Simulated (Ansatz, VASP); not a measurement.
**CdS: VASP beside Ansatz**

```
Cd S
1.0
     0.00000    2.87837    2.87837
     2.87837    0.00000    2.87837
     2.87837    2.87837    0.00000
Cd S
1 1
Cartesian
  0.0000 0.0000 0.0000
  1.4392 1.4392 1.4392
```

Alike in both runs: functional LDA; k mesh 6 × 6 × 6; no spin polarisation.

Ansatz relaxed the structure, and its values are those at the end. VASP's run is a single point on that final structure, the one shown.

```csv
,VASP,Ansatz
version,VASP 6.6.1,Ansatz 0.2.0
potentials or method,"VASP PAW LDA potentials, release 64 (Cd, S)","plane waves, PAW"
plane-wave cutoff (eV),520,420
occupations,"gaussian, width 0.01 eV",fixed
valence electrons in the cell,18,26
```

|  | VASP | Ansatz | Ansatz less VASP |
| --- | --- | --- | --- |
| pressure (GPa) | 0.6 | 0.0 | -0.55 |

LDA's correlation is that of Perdew and Zunger in VASP and of Perdew and Wang (1992) in Ansatz. VASP's potentials hold 18 valence electrons a cell and Ansatz's 26, so a difference there can come from the potentials and not from the codes.
